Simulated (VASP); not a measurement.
# BaS in VASP: further runs

Aim: see how the results for BaS move with the level of theory and the settings. Levels: r2SCAN, PBE. Tasks: single point.

All numbers are computed with VASP 6.6.1; they aren't measurements. Logs are shortened: lines on timing, memory, paths and dates and some standing lists are left out, and cuts for length are marked.

## (1) The cell of the first run

It takes space group P6_3/mmc (No. 194, hexagonal). Conventional cell: a = 5.463 Å, b = 5.463 Å, c = 6.479 Å, α = 90.00°, β = 90.00°, γ = 120.00°. Ba (site symmetry -6m2) has 5 S at 3.15 to 3.24 Å within 4.1 Å. Within 4.1 Å of S (site symmetry -6m2) lie 5 Ba at 3.15 to 3.24 Å.

## (2) Single point, r2SCAN (strain +1.5%)

POSCAR

```
BaS
1.0
    5.4625835942      0.0000000000      0.0000000000
   -2.7312917971      4.7307361629      0.0000000000
    0.0000000000      0.0000000000      6.4790722524
Ba S
2 2
Direct
    0.3333333333      0.6666666667     -0.0625000000
    0.6666666667      0.3333333333      0.4375000000
    0.3333333333      0.6666666667      0.4375000000
    0.6666666667      0.3333333333      0.9375000000
```

INCAR.step1

```
SYSTEM = BaS
  PREC = Accurate
  ENCUT = 520
  ISMEAR = 0
  SIGMA = 0.01
  LREAL = .FALSE.
  LASPH = .TRUE.
  NELM = 100
  NBANDS = 24
  GGA = PE
  ALGO = Normal
  EDIFF = 1E-4
  LWAVE = .TRUE.
  LCHARG = .FALSE.
```

INCAR.step2

```
SYSTEM = BaS
  PREC = Accurate
  ENCUT = 520
  EDIFF = 1E-6
  ISMEAR = 0
  SIGMA = 0.01
  LREAL = .FALSE.
  LASPH = .TRUE.
  NELM = 100
  ALGO = Normal
  ISIF = 2
  LWAVE = .FALSE.
  LCHARG = .TRUE.
  METAGGA = R2SCAN
  LMIXTAU = .TRUE.
  LELF = .TRUE.
  LVHAR = .TRUE.
  NBANDS = 24
  ISTART = 1
```

KPOINTS

```
Automatic mesh
0
G
  6 6 4
  0 0 0
```

Potentials or basis: VASP PAW PBE potentials, release 64 (Ba_sv, S).

Command:

```bash
> cat potpaw_PBE.64/Ba_sv/POTCAR potpaw_PBE.64/S/POTCAR > POTCAR
> cp INCAR.step1 INCAR
> mpirun -np 1 vasp_std > vasp.out
> cp INCAR.step2 INCAR
> mpirun -np 1 vasp_std > vasp.out
```

OUTCAR:

```text
SYSTEM = BaS
   PREC = Accurate
   ENCUT = 520
   EDIFF = 1E-6
   ISMEAR = 0
   LREAL = .FALSE.
   LASPH = .TRUE.
   NELM = 100
   ISIF = 2
   METAGGA = R2SCAN
   ISTART = 1

 ion  position               nearest neighbor table
   1  0.333  0.667  0.938-   4 3.15   4 3.15   4 3.15   3 3.24   3 3.24   2 4.52   2 4.52   2 4.52
                             2 4.52   2 4.52   2 4.52
   2  0.667  0.333  0.438-   3 3.15   3 3.15   3 3.15   4 3.24   4 3.24   1 4.52   1 4.52   1 4.52
                             1 4.52   1 4.52   1 4.52
   3  0.333  0.667  0.438-   2 3.15   2 3.15   2 3.15   1 3.24   1 3.24
   4  0.667  0.333  0.938-   1 3.15   1 3.15   1 3.15   2 3.24   2 3.24

  LATTYP: Found a hexagonal cell.
 ALAT       =     5.4625835942
 C/A-ratio  =     1.1860820326

  Lattice vectors:

 A1 = (   5.4625835942,   0.0000000000,   0.0000000000)
 A2 = (  -2.7312917971,   4.7307361629,   0.0000000000)
 A3 = (   0.0000000000,   0.0000000000,   6.4790722524)

Analysis of symmetry for initial positions (statically):
=====================================================================
 Subroutine PRICEL returns:
 Original cell was already a primitive cell.

 Routine SETGRP: Setting up the symmetry group for a
 hexagonal supercell.

 Subroutine GETGRP returns: Found 24 space group operations
 (whereof  6 operations were pure point group operations)
 out of a pool of 24 trial point group operations.

The static configuration has the point symmetry C_3v.
 The point group associated with its full space group is D_6h.

Analysis of symmetry for dynamics (positions and initial velocities):
=====================================================================
 Subroutine PRICEL returns:
 Original cell was already a primitive cell.

 Routine SETGRP: Setting up the symmetry group for a
 hexagonal supercell.

 Subroutine GETGRP returns: Found 24 space group operations
 (whereof  6 operations were pure point group operations)
 out of a pool of 24 trial point group operations.

The dynamic configuration has the point symmetry C_3v.
 The point group associated with its full space group is D_6h.

 Subroutine INISYM returns: Found 24 space group operations
 (whereof  6 operations are pure point group operations),
 and found     1 'primitive' translations

----------------------------------------------------------------------------------------

                                     Primitive cell

  volume of cell :     167.4325

  direct lattice vectors                    reciprocal lattice vectors
     5.462583594  0.000000000  0.000000000     0.183063560  0.105691796  0.000000000
    -2.731291797  4.730736163  0.000000000     0.000000000  0.211383591  0.000000000
     0.000000000  0.000000000  6.479072252     0.000000000  0.000000000  0.154343085

  length of vectors
     5.462583594  5.462583594  6.479072252     0.211383591  0.211383591  0.154343085

  position of ions in fractional coordinates (direct lattice)
     0.333333333  0.666666667  0.937500000
     0.666666667  0.333333333  0.437500000
     0.333333333  0.666666667  0.437500000
     0.666666667  0.333333333  0.937500000

  ion indices of the primitive-cell ions
   primitive index   ion index
                 1           1
                 2           2
                 3           3
                 4           4

----------------------------------------------------------------------------------------

 KPOINTS: Automatic mesh

Automatic generation of k-mesh.
 Grid dimensions read from file:
 generate k-points for:    6    6    4

 Generating k-lattice:

  Cartesian coordinates                     Fractional coordinates (reciprocal lattice)
     0.030510593  0.017615299  0.000000000     0.166666667 -0.000000000  0.000000000
     0.000000000  0.035230599  0.000000000     0.000000000  0.166666667  0.000000000
     0.000000000  0.000000000  0.038585771     0.000000000  0.000000000  0.250000000

  Length of vectors
     0.035230599  0.035230599  0.038585771

  Shift w.r.t. Gamma in fractional coordinates (k-lattice)
     0.000000000  0.000000000  0.000000000

 Subroutine IBZKPT returns following result:
 ===========================================

 Found     21 irreducible k-points:

 Following reciprocal coordinates:
            Coordinates               Weight
  0.000000  0.000000  0.000000      1.000000
  0.166667  0.000000  0.000000      6.000000
  0.333333  0.000000  0.000000      6.000000
  0.500000  0.000000  0.000000      3.000000
  0.166667  0.166667  0.000000      6.000000
  0.333333  0.166667  0.000000     12.000000
[... 13 lines left out ...]
  0.333333  0.166667  0.500000     12.000000
  0.333333  0.333333  0.500000      2.000000
   k-points           NKPTS =     21   k-points in BZ     NKDIM =     21   number of bands    NBANDS=     24
   number of dos      NEDOS =    301   number of ions     NIONS =      4
   total plane-waves  NPLWV =  84672
   dimension x,y,z NGX =    42 NGY =   42 NGZ =   48
   dimension x,y,z NGXF=    84 NGYF=   84 NGZF=   96
   ions per type =               2   2
   NGX,Y,Z   is equivalent  to a cutoff of  12.78, 12.78, 12.32 a.u.
   NGXF,Y,Z  is equivalent  to a cutoff of  25.56, 25.56, 24.63 a.u.
 SYSTEM =  BaS
   PREC   = accura    normal or accurate (medium, high low for compatibility)
   ISTART =      1    job   : 0-new  1-cont  2-samecut
   ICHARG =      0    charge: 1-file 2-atom 10-const
   ISPIN  =      1    spin polarized calculation?
   LNONCOLLINEAR =      F non collinear calculations
   LSORBIT =      F    spin-orbit coupling
   LASPH  =      T    aspherical Exc in radial PAW
   ENCUT  =  520.0 eV  38.22 Ry    6.18 a.u.  10.16 10.16 12.05*2*pi/ulx,y,z
   NELM   =    100;   NELMIN=  2; NELMDL=  0     # of ELM steps
   EDIFF  = 0.1E-05   stopping-criterion for ELM
   LREAL  =      F    real-space projection
   EDIFFG = 0.1E-04   stopping-criterion for IOM
   NSW    =      0    number of steps for IOM
   IBRION =     -1    ionic relax: 0-MD 1-quasi-New 2-CG
   NFREE  =      0    steps in history (QN), initial steepest desc. (CG)
   ISIF   =      2    stress and relaxation
   ISYM   =      2    0-nonsym 1-usesym 2-fastsym
   POTIM  = 0.5000    time-step for ionic-motion
   TEBEG  =    0.0;   TEEND  =   0.0 temperature during run
   PSTRESS=    0.0 pullay stress
   NELECT =      32.0000    total number of electrons
   NUPDOWN=      -1.0000    fix difference up-down
   EMIN   =  10.00;   EMAX   =-10.00  energy-range for DOS
   EFERMI =   0.00;   METHOD = LEGACY
   ISMEAR =     0;   SIGMA  =   0.01  broadening in eV -4-tet -1-fermi 0-gaus
   EFERMI_NEDOS =   21; number of points for ismear=-14 and -15
   IALGO  =     38    algorithm
   IMIX   =      4    mixing-type and parameters
     AMIX     =   0.40;   BMIX     =  1.00
     AMIX_MAG =   1.60;   BMIX_MAG =  1.00
  volume/ion in A,a.u.               =      41.86       282.47
  Fermi-wavevector in a.u.,A,eV,Ry     =   0.943000  1.782011 12.098962  0.889249
  Thomas-Fermi vector in A             =   2.070664
   LORBIT       =      0    0 simple, 1 ext, 2 COOP (PROOUT), +10 PAW based schemes
   METAGGA = R2SCAN    functional components
   LHFCALC =     F    Hartree Fock is set to
   AEXX    =    0.0000 exact exchange contribution
   IVDW    =     0    specifies the selected vdW correction
   LEPSILON=     F    determine dielectric tensor
   LRPA    =     F    only Hartree local field effects (RPA)
 non-spin polarized calculation
 Gauss-broadening in eV      SIGMA  =   0.01
  energy-cutoff  :      520.00
  volume of cell :      167.43
 maximum number of plane-waves:      4536
 NGX is ok and might be reduce to    42
   NGX = 21   NGY = 21   NGZ = 25

 number of electron      31.9999995 magnetization

 Free energy of the ion-electron system (eV)
  ---------------------------------------------------
  ext. energy  EPLUGINS =         0.00000000
  ---------------------------------------------------
  free energy    TOTEN  =       -77.85277975 eV

  energy without entropy =      -77.85277975  energy(sigma->0) =      -77.85277975

 E-fermi :   0.0731     XC(G=0):  -7.7907

 val. band max:        0.0317724638   @ k =   0.0000   0.0000   0.0000
 cond. band min:       2.9047175196   @ k =   0.3333   0.3333   0.0000
 fundamental gap:      2.8729450558
 Fermi energy:         0.0730660765

 k-point     1 :       0.0000    0.0000    0.0000
  band No.  band energies     occupation
      1     -27.1238      2.00000
      2     -27.0806      2.00000
      3     -12.1060      2.00000
      4     -11.9826      2.00000
      5     -11.9826      2.00000
      6     -11.8506      2.00000
[... 16 lines left out ...]
     23       6.2766      0.00000
     24       6.8562      0.00000

 k-point     2 :       0.1667    0.0000    0.0000
  band No.  band energies     occupation
      1     -27.1204      2.00000
      2     -27.0823      2.00000
      3     -12.1013      2.00000
      4     -12.0838      2.00000
      5     -11.9956      2.00000
      6     -11.9953      2.00000
[... 16 lines left out ...]
     23       6.2800      0.00000
     24       6.5019      0.00000

 k-point     3 :       0.3333    0.0000    0.0000
  band No.  band energies     occupation
      1     -27.1120      2.00000
      2     -27.0871      2.00000
      3     -12.2916      2.00000
      4     -12.2135      2.00000
      5     -12.0271      2.00000
      6     -12.0199      2.00000
[... 16 lines left out ...]
     23       6.1723      0.00000
     24       6.1979      0.00000

 k-point     4 :       0.5000    0.0000    0.0000
  band No.  band energies     occupation
      1     -27.1059      2.00000
      2     -27.0915      2.00000
      3     -12.3722      2.00000
      4     -12.3026      2.00000
      5     -12.0314      2.00000
      6     -11.9821      2.00000
[... 16 lines left out ...]
     23       6.4922      0.00000
     24       6.5371      0.00000

 k-point     5 :       0.1667    0.1667    0.0000
  band No.  band energies     occupation
      1     -27.1144      2.00000
      2     -27.0856      2.00000
      3     -12.2387      2.00000
      4     -12.1688      2.00000
      5     -12.0437      2.00000
      6     -12.0178      2.00000
[... 16 lines left out ...]
     23       6.2125      0.00000
     24       6.3349      0.00000

 k-point     6 :       0.3333    0.1667    0.0000
  band No.  band energies     occupation
      1     -27.1059      2.00000
      2     -27.0915      2.00000
      3     -12.3525      2.00000
      4     -12.3044      2.00000
      5     -12.0484      2.00000
      6     -11.9823      2.00000
[... 16 lines left out ...]
     23       6.0632      0.00000
     24       6.4985      0.00000
[... 298 lines left out ...]
 k-point    18 :       0.5000    0.0000    0.5000
  band No.  band energies     occupation
      1     -27.0983      2.00000
      2     -27.0983      2.00000
      3     -12.5885      2.00000
      4     -12.5885      2.00000
      5     -11.9420      2.00000
      6     -11.9420      2.00000
[... 16 lines left out ...]
     23       6.1890      0.00000
     24       6.1890      0.00000

 k-point    19 :       0.1667    0.1667    0.5000
  band No.  band energies     occupation
      1     -27.0996      2.00000
      2     -27.0996      2.00000
      3     -12.4710      2.00000
      4     -12.4710      2.00000
      5     -11.9378      2.00000
      6     -11.9378      2.00000
[... 16 lines left out ...]
     23       5.9870      0.00000
     24       5.9870      0.00000

 k-point    20 :       0.3333    0.1667    0.5000
  band No.  band energies     occupation
      1     -27.0983      2.00000
      2     -27.0983      2.00000
      3     -12.5835      2.00000
      4     -12.5835      2.00000
      5     -11.9554      2.00000
      6     -11.9554      2.00000
[... 16 lines left out ...]
     23       6.5182      0.00000
     24       6.5182      0.00000

 k-point    21 :       0.3333    0.3333    0.5000
  band No.  band energies     occupation
      1     -27.0978      2.00000
      2     -27.0978      2.00000
      3     -12.6131      2.00000
      4     -12.6131      2.00000
      5     -11.9714      2.00000
      6     -11.9714      2.00000
[... 16 lines left out ...]
     23       6.5604      0.00000
     24       6.5604      0.00000

------------------------ aborting loop because EDIFF is reached ----------------------------------------

  FORCE on cell =-STRESS in cart. coord.  units (eV):
  Direction    XX          YY          ZZ          XY          YZ          ZX
  --------------------------------------------------------------------------------------
  -------------------------------------------------------------------------------------
  Total       -1.0085308     -1.0085308     -1.2018472      0.0000000      0.0000000     -0.0000000
  in kB       -9.6507287     -9.6507287    -11.5005919      0.0000000      0.0000000     -0.0000000
  external PRESSURE =     -10.2673497 kB  Pullay stress =       0.0000000 kB

 VOLUME and BASIS-vectors are now :
 -----------------------------------------------------------------------------
  energy-cutoff  :      520.00
  volume of cell :      167.43
      direct lattice vectors                 reciprocal lattice vectors
     5.462583594  0.000000000  0.000000000     0.183063560  0.105691796  0.000000000
    -2.731291797  4.730736163  0.000000000     0.000000000  0.211383591  0.000000000
     0.000000000  0.000000000  6.479072252     0.000000000  0.000000000  0.154343085

 POSITION                                       TOTAL-FORCE (eV/Angst)
 -----------------------------------------------------------------------------------
     -0.00000      3.15382      6.07413        -0.000000      0.000000      0.000000
      2.73129      1.57691      2.83459         0.000000     -0.000000      0.000000
     -0.00000      3.15382      2.83459        -0.000000     -0.000000     -0.000000
      2.73129      1.57691      6.07413         0.000000     -0.000000      0.000000
 -----------------------------------------------------------------------------------
    total drift:                               -0.000000      0.000000      0.000000

  FREE ENERGIE OF THE ION-ELECTRON SYSTEM (eV)
  ---------------------------------------------------
  free  energy   TOTEN  =       -77.8527797475 eV

  energy  without entropy=      -77.8527797475  energy(sigma->0) =      -77.85277975
```

Run time: 7.7 min. Hardware: 1 thread of Oxide Virtual Turin-like, shared host; peak memory 0.32 GiB.

What came out:

```yaml
Free_energy: -77.8528 eV
Pressure: -1.0 GPa
Band_gap_on_the_k_mesh: 2.87 eV (least direct gap 3.01 eV)
```

Stress tensor (GPa, compression positive):
```
-0.97  0.00  0.00
 0.00 -0.97  0.00
 0.00  0.00 -1.15
```

Caveat: the cell differs from its parent crystal (strain +1.5%); the structure was generated, so it needn't be the stable form of BaS; the PAW data sets were made with another functional, which shifts forces and pressure a little; spin-orbit coupling is left out, which moves the levels of the heavy elements. A k mesh can miss the band edges.

## (3) Single point, PBE (shear xy strain +1.0%)

INCAR

```
SYSTEM = BaS
PREC = Accurate
ENCUT = 520
EDIFF = 1E-6
ISMEAR = -1
SIGMA = 0.02
LREAL = .FALSE.
LASPH = .TRUE.
NELM = 60
ALGO = Normal
ISIF = 2
LWAVE = .FALSE.
LCHARG = .TRUE.
GGA = PE
LELF = .TRUE.
LVHAR = .TRUE.
NBANDS = 24
```

KPOINTS is that of step 2.

POSCAR

```
BaS
1.0
    5.3818557578      0.0269092788      0.0000000000
   -2.6676237599      4.6473691664      0.0000000000
    0.0000000000      0.0000000000      6.3833224162
Ba S
2 2
Direct
    0.3318520630      0.6667061756     -0.0625000000
    0.6681479370      0.3332938244      0.4375000000
    0.3323359411      0.6666707321      0.4375000000
    0.6676640589      0.3333292679      0.9375000000
```

Potentials or basis: VASP PAW PBE potentials, release 64 (Ba_sv, S).

Command:

```bash
> cat potpaw_PBE.64/Ba_sv/POTCAR potpaw_PBE.64/S/POTCAR > POTCAR
> mpirun -np 1 vasp_std > vasp.out
```

It took 4.5 min on 1 thread of Oxide Virtual Turin-like, shared host; peak memory 0.35 GiB.

Results (log left out):

| Property | Result |
| --- | --- |
| Free energy | -19.9854 eV |
| Pressure | 0.5 GPa |
| Band gap on the k mesh | 2.47 eV (least direct gap 2.61 eV) |

Stress tensor (GPa, compression positive):
```
 0.41 -0.03  0.00
-0.03  0.42  0.00
 0.00  0.00  0.53
```

Levels at points of the mesh, in eV from the valence-band top:
```csv
k point,band 14,band 15,band 16,band 17,band 18,band 19
"(0.00, 0.00, 0.00)",-0.88,-0.43,0.00,2.76,3.66,3.70
"(0.50, 0.00, 0.00)",-0.42,-0.34,-0.32,3.11,3.39,3.52
"(0.00, 0.50, 0.00)",-0.41,-0.34,-0.32,3.09,3.40,3.51
"(0.50, 0.50, 0.00)",-0.41,-0.34,-0.31,3.07,3.42,3.49
"(0.00, 0.00, 0.50)",-1.01,-1.01,-1.01,3.77,3.77,5.44
"(0.50, 0.00, 0.50)",-0.87,-0.52,-0.52,3.87,3.87,4.95
"(0.00, 0.50, 0.50)",-0.86,-0.52,-0.52,3.88,3.88,4.93
"(0.50, 0.50, 0.50)",-0.86,-0.52,-0.52,3.89,3.89,4.92
```

Caveat: the cell differs from its parent crystal (shear xy strain +1.0%); the structure was generated, so it needn't be the stable form of BaS; spin-orbit coupling is left out, which moves the levels of the heavy elements. A k mesh can miss the band edges.
